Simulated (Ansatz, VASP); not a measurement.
One calculation of Cd, two programs

```xyz
2
Lattice="2.8110 0.0000 0.0000 -1.4055 2.4344 0.0000 0.0000 0.0000 4.9428" Properties=species:S:1:pos:R:3 pbc="T T T"
Cd    0.0000    1.6229    1.2357
Cd    1.4055    0.8115    3.7071
```

Change from the starting cell: volume scaled by 0.85, PAW files.

Alike in both runs: task single point; functional LDA; k mesh 16 × 16 × 9; occupations fermi-dirac, width 0.1 eV; no spin polarisation.

|  | VASP | Ansatz |
| --- | --- | --- |
| version | VASP 6.6.1 | Ansatz 0.2.0 |
| potentials or method | VASP PAW LDA potentials, release 64 (Cd_sv_GW) | PAW with Ansatz's default frozen-core files, scalar-relativistic |
| plane-wave cutoff (eV) | 630 | 420 |
| valence electrons in the cell | 40 | 40 |

VASP gave:

```
pressure (GPa)                                                : 18.1
traceless stress, the component that is largest in VASP (GPa) : -0.16
```

Problem. Estimate Ansatz's values.

Solution. Pressure (GPa): 18.0; traceless stress, the component that is largest in VASP (GPa): -0.05.

LDA's correlation is that of Perdew and Zunger in VASP and of Perdew and Wang (1992) in Ansatz.
